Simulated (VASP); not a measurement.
# HfN (P6_3/mmc) in VASP: further runs

The runs below take HfN through single point, with r2SCAN.

Program: VASP 6.6.1. These are calculated values, not measurements. Logs are shortened: lines on timing, memory, paths and dates and some standing lists are left out, and cuts for length are marked.

## (1) The cell of the first run

The structure is hexagonal, space group P6_3/mmc (No. 194). Conventional cell: a = 3.134 Å, b = 3.134 Å, c = 5.417 Å, α = 90.00°, β = 90.00°, γ = 120.00°. Within 3.0 Å of Hf (site symmetry -6m2) lie 6 N at 2.26 Å. N (site symmetry -3m) has 6 Hf at 2.26 Å and 2 N at 2.71 Å within 3.0 Å.

## (2) Single point, r2SCAN

Contents of POSCAR:

```
HfN
1.0
    3.1339080219      0.0000000000      0.0000000000
   -1.5669540110      2.7140439601      0.0000000000
    0.0000000000      0.0000000000      5.4167677200
Hf N
2 2
Direct
    0.6666666700      0.3333333300      0.7500000000
    0.3333333300      0.6666666700      0.2500000000
    0.0000000000      0.0000000000      0.0000000000
    0.0000000000      0.0000000000      0.5000000000
```

Contents of INCAR.step1:

```
ALGO = Normal
EDIFF = 1E-4
ENCUT = 520
GGA = PE
ISMEAR = 0
LASPH = T
LCHARG = F
LREAL = F
LWAVE = T
NBANDS = 23
NELM = 80
PREC = Accurate
SIGMA = 0.1
```

Contents of INCAR.step2:

```
ALGO = Normal
EDIFF = 1E-6
ENCUT = 520
ISIF = 2
ISMEAR = 0
ISTART = 1
LASPH = T
LCHARG = F
LMIXTAU = T
LREAL = F
LWAVE = F
METAGGA = R2SCAN
NBANDS = 23
NELM = 80
PREC = Accurate
SIGMA = 0.1
```

Contents of KPOINTS:

```
k-points
0
Gamma
  6 6 4
```

Potentials or basis: VASP PAW PBE potentials, release 64 (Hf_pv, N).

On the command line:

```
> cat potpaw_PBE.64/Hf_pv/POTCAR potpaw_PBE.64/N/POTCAR > POTCAR
> cp INCAR.step1 INCAR
> mpirun -np 1 vasp_std > vasp.out
> cp INCAR.step2 INCAR
> mpirun -np 1 vasp_std > vasp.out
```

OUTCAR:

```text
EDIFF = 1E-6
   ENCUT = 520
   ISIF = 2
   ISMEAR = 0
   ISTART = 1
   LASPH = T
   LREAL = F
   METAGGA = R2SCAN
   NELM = 80
   PREC = Accurate

 ion  position               nearest neighbor table
   1  0.667  0.333  0.750-   3 2.26   4 2.26   3 2.26   4 2.26   3 2.26   4 2.26   2 3.26   2 3.26
                             2 3.26   2 3.26   2 3.26   2 3.26
   2  0.333  0.667  0.250-   3 2.26   4 2.26   3 2.26   4 2.26   3 2.26   4 2.26   1 3.26   1 3.26
                             1 3.26   1 3.26   1 3.26   1 3.26
   3  0.000  0.000  0.000-   1 2.26   2 2.26   1 2.26   2 2.26   1 2.26   2 2.26
   4  0.000  0.000  0.500-   1 2.26   2 2.26   1 2.26   2 2.26   1 2.26   2 2.26

  LATTYP: Found a hexagonal cell.
 ALAT       =     3.1339080219
 C/A-ratio  =     1.7284386402

  Lattice vectors:

 A1 = (   3.1339080219,   0.0000000000,   0.0000000000)
 A2 = (  -1.5669540110,   2.7140439601,   0.0000000000)
 A3 = (   0.0000000000,   0.0000000000,   5.4167677200)

Analysis of symmetry for initial positions (statically):
=====================================================================
 Subroutine PRICEL returns:
 Original cell was already a primitive cell.

 Routine SETGRP: Setting up the symmetry group for a
 hexagonal supercell.

 Subroutine GETGRP returns: Found 24 space group operations
 (whereof 12 operations were pure point group operations)
 out of a pool of 24 trial point group operations.

The static configuration has the point symmetry D_3d.
 The point group associated with its full space group is D_6h.

Analysis of symmetry for dynamics (positions and initial velocities):
=====================================================================
 Subroutine PRICEL returns:
 Original cell was already a primitive cell.

 Routine SETGRP: Setting up the symmetry group for a
 hexagonal supercell.

 Subroutine GETGRP returns: Found 24 space group operations
 (whereof 12 operations were pure point group operations)
 out of a pool of 24 trial point group operations.

The dynamic configuration has the point symmetry D_3d.
 The point group associated with its full space group is D_6h.

 Subroutine INISYM returns: Found 24 space group operations
 (whereof 12 operations are pure point group operations),
 and found     1 'primitive' translations

----------------------------------------------------------------------------------------

                                     Primitive cell

  volume of cell :      46.0727

  direct lattice vectors                    reciprocal lattice vectors
     3.133908022  0.000000000  0.000000000     0.319090411  0.184226935  0.000000000
    -1.566954011  2.714043960  0.000000000     0.000000000  0.368453870  0.000000000
     0.000000000  0.000000000  5.416767720     0.000000000  0.000000000  0.184611940

  length of vectors
     3.133908022  3.133908022  5.416767720     0.368453870  0.368453870  0.184611940

  position of ions in fractional coordinates (direct lattice)
     0.666666670  0.333333330  0.750000000
     0.333333330  0.666666670  0.250000000
     0.000000000  0.000000000  0.000000000
     0.000000000  0.000000000  0.500000000

  ion indices of the primitive-cell ions
   primitive index   ion index
                 1           1
                 2           2
                 3           3
                 4           4

----------------------------------------------------------------------------------------

 KPOINTS: k-points

Automatic generation of k-mesh.
 Grid dimensions read from file:
 generate k-points for:    6    6    4

 Generating k-lattice:

  Cartesian coordinates                     Fractional coordinates (reciprocal lattice)
     0.053181735  0.030704489  0.000000000     0.166666667  0.000000000  0.000000000
     0.000000000  0.061408978  0.000000000     0.000000000  0.166666667  0.000000000
     0.000000000  0.000000000  0.046152985     0.000000000  0.000000000  0.250000000

  Length of vectors
     0.061408978  0.061408978  0.046152985

  Shift w.r.t. Gamma in fractional coordinates (k-lattice)
     0.000000000  0.000000000  0.000000000

 Subroutine IBZKPT returns following result:
 ===========================================

 Found     21 irreducible k-points:

 Following reciprocal coordinates:
            Coordinates               Weight
  0.000000  0.000000  0.000000      1.000000
  0.166667  0.000000  0.000000      6.000000
  0.333333  0.000000  0.000000      6.000000
  0.500000  0.000000  0.000000      3.000000
  0.166667  0.166667  0.000000      6.000000
  0.333333  0.166667  0.000000     12.000000
[... 13 lines left out ...]
  0.333333  0.166667  0.500000     12.000000
  0.333333  0.333333  0.500000      2.000000
   k-points           NKPTS =     21   k-points in BZ     NKDIM =     21   number of bands    NBANDS=     23
   number of dos      NEDOS =    301   number of ions     NIONS =      4
   total plane-waves  NPLWV =  23040
   dimension x,y,z NGX =    24 NGY =   24 NGZ =   40
   dimension x,y,z NGXF=    48 NGYF=   48 NGZF=   80
   ions per type =               2   2
   NGX,Y,Z   is equivalent  to a cutoff of  12.73, 12.73, 12.28 a.u.
   NGXF,Y,Z  is equivalent  to a cutoff of  25.46, 25.46, 24.55 a.u.
 SYSTEM =  unknown system
   PREC   = accura    normal or accurate (medium, high low for compatibility)
   ISTART =      1    job   : 0-new  1-cont  2-samecut
   ICHARG =      0    charge: 1-file 2-atom 10-const
   ISPIN  =      1    spin polarized calculation?
   LNONCOLLINEAR =      F non collinear calculations
   LSORBIT =      F    spin-orbit coupling
   LASPH  =      T    aspherical Exc in radial PAW
   ENCUT  =  520.0 eV  38.22 Ry    6.18 a.u.   5.83  5.83 10.07*2*pi/ulx,y,z
   NELM   =     80;   NELMIN=  2; NELMDL=  0     # of ELM steps
   EDIFF  = 0.1E-05   stopping-criterion for ELM
   LREAL  =      F    real-space projection
   EDIFFG = 0.1E-04   stopping-criterion for IOM
   NSW    =      0    number of steps for IOM
   IBRION =     -1    ionic relax: 0-MD 1-quasi-New 2-CG
   NFREE  =      0    steps in history (QN), initial steepest desc. (CG)
   ISIF   =      2    stress and relaxation
   ISYM   =      2    0-nonsym 1-usesym 2-fastsym
   POTIM  = 0.5000    time-step for ionic-motion
   TEBEG  =    0.0;   TEEND  =   0.0 temperature during run
   PSTRESS=    0.0 pullay stress
   NELECT =      30.0000    total number of electrons
   NUPDOWN=      -1.0000    fix difference up-down
   EMIN   =  10.00;   EMAX   =-10.00  energy-range for DOS
   EFERMI =   0.00;   METHOD = LEGACY
   ISMEAR =     0;   SIGMA  =   0.10  broadening in eV -4-tet -1-fermi 0-gaus
   EFERMI_NEDOS =   21; number of points for ismear=-14 and -15
   IALGO  =     38    algorithm
   IMIX   =      4    mixing-type and parameters
     AMIX     =   0.40;   BMIX     =  1.00
     AMIX_MAG =   1.60;   BMIX_MAG =  1.00
  volume/ion in A,a.u.               =      11.52        77.73
  Fermi-wavevector in a.u.,A,eV,Ry     =   1.418951  2.681429 27.394278  2.013423
  Thomas-Fermi vector in A             =   2.540023
   LORBIT       =      0    0 simple, 1 ext, 2 COOP (PROOUT), +10 PAW based schemes
   METAGGA = R2SCAN    functional components
   LHFCALC =     F    Hartree Fock is set to
   AEXX    =    0.0000 exact exchange contribution
   IVDW    =     0    specifies the selected vdW correction
   LEPSILON=     F    determine dielectric tensor
   LRPA    =     F    only Hartree local field effects (RPA)
 non-spin polarized calculation
 Gauss-broadening in eV      SIGMA  =   0.10
  energy-cutoff  :      520.00
  volume of cell :       46.07
 maximum number of plane-waves:      1275
 NGX is ok and might be reduce to    24
   NGX = 11   NGY = 11   NGZ = 21

 number of electron      30.0000001 magnetization

 Free energy of the ion-electron system (eV)
  ---------------------------------------------------
  ext. energy  EPLUGINS =         0.00000000
  ---------------------------------------------------
  free energy    TOTEN  =      -116.39248169 eV

  energy without entropy =     -116.38299444  energy(sigma->0) =     -116.38773807

 E-fermi :   7.7806     XC(G=0): -13.6104

 val. band max:        7.7648538881   @ k =   0.3333   0.1667   0.5000
 cond. band min:       8.0542840296   @ k =   0.3333   0.3333   0.0000
 fundamental gap:      0.2894301415
 Fermi energy:         7.7806393585

 k-point     1 :       0.0000    0.0000    0.0000
  band No.  band energies     occupation
      1     -25.0453      2.00000
      2     -24.1796      2.00000
      3     -24.0725      2.00000
      4     -24.0725      2.00000
      5     -24.0161      2.00000
      6     -24.0161      2.00000
[... 15 lines left out ...]
     22      13.8695      0.00000
     23      13.8695      0.00000

 k-point     2 :       0.1667    0.0000    0.0000
  band No.  band energies     occupation
      1     -24.9468      2.00000
      2     -24.3036      2.00000
      3     -24.2217      2.00000
      4     -24.1885      2.00000
      5     -24.1393      2.00000
      6     -24.0395      2.00000
[... 15 lines left out ...]
     22      13.0907      0.00000
     23      13.3857      0.00000

 k-point     3 :       0.3333    0.0000    0.0000
  band No.  band energies     occupation
      1     -24.7576      2.00000
      2     -24.7159      2.00000
      3     -24.5891      2.00000
      4     -24.2547      2.00000
      5     -24.2362      2.00000
      6     -24.1019      2.00000
[... 15 lines left out ...]
     22      13.8663      0.00000
     23      14.4156      0.00000
[... 417 lines left out ...]
 k-point    20 :       0.3333    0.1667    0.5000
  band No.  band energies     occupation
      1     -24.8491      2.00000
      2     -24.8491      2.00000
      3     -24.4218      2.00000
      4     -24.4218      2.00000
      5     -24.2539      2.00000
      6     -24.2539      2.00000
[... 15 lines left out ...]
     22      14.0184      0.00000
     23      14.8924      0.00000

 k-point    21 :       0.3333    0.3333    0.5000
  band No.  band energies     occupation
      1     -24.7048      2.00000
      2     -24.7048      2.00000
      3     -24.6674      2.00000
      4     -24.6674      2.00000
      5     -24.2567      2.00000
      6     -24.2567      2.00000
[... 15 lines left out ...]
     22      14.3237      0.00000
     23      14.8722      0.00000

------------------------ aborting loop because EDIFF is reached ----------------------------------------

  FORCE on cell =-STRESS in cart. coord.  units (eV):
  Direction    XX          YY          ZZ          XY          YZ          ZX
  --------------------------------------------------------------------------------------
  -------------------------------------------------------------------------------------
  Total       -0.2431123     -0.2431123      0.3128129      0.0000000      0.0000000      0.0000000
  in kB       -8.4542332     -8.4542332     10.8780730      0.0000000      0.0000000      0.0000000
  external PRESSURE =      -2.0101311 kB  Pullay stress =       0.0000000 kB

 VOLUME and BASIS-vectors are now :
 -----------------------------------------------------------------------------
  energy-cutoff  :      520.00
  volume of cell :       46.07
      direct lattice vectors                 reciprocal lattice vectors
     3.133908022  0.000000000  0.000000000     0.319090411  0.184226935  0.000000000
    -1.566954011  2.714043960  0.000000000     0.000000000  0.368453870  0.000000000
     0.000000000  0.000000000  5.416767720     0.000000000  0.000000000  0.184611940

 POSITION                                       TOTAL-FORCE (eV/Angst)
 -----------------------------------------------------------------------------------
      1.56695      0.90468      4.06258         0.000000     -0.000000      0.000000
     -0.00000      1.80936      1.35419         0.000000      0.000000      0.000000
      0.00000      0.00000      0.00000        -0.000000     -0.000000      0.000000
      0.00000      0.00000      2.70838        -0.000000     -0.000000      0.000000
 -----------------------------------------------------------------------------------
    total drift:                               -0.000004      0.000002     -0.000000

  FREE ENERGIE OF THE ION-ELECTRON SYSTEM (eV)
  ---------------------------------------------------
  free  energy   TOTEN  =      -116.3924816903 eV

  energy  without entropy=     -116.3829944426  energy(sigma->0) =     -116.38773807
```

Wall time 35 s (1 thread of Intel Xeon 6975P-C (Granite Rapids), shared host); peak memory 0.17 GiB.

Results:

- Free energy: -116.3925 eV
- Pressure: -0.2 GPa
- Band gap on the k mesh: zero (band 15 reaches 9.94 eV, above the bottom of band 16 at 7.49 eV)

Stress tensor (GPa, compression positive):
```
-0.85  0.00  0.00
 0.00 -0.85  0.00
 0.00  0.00  1.09
```

Caveat: the k points lie up to 0.39 Å⁻¹ apart; the PAW data sets were made with another functional, which shifts forces and pressure a little; spin-orbit coupling is left out, which moves the levels of the heavy elements.

(Continued in part 2 of 3.)
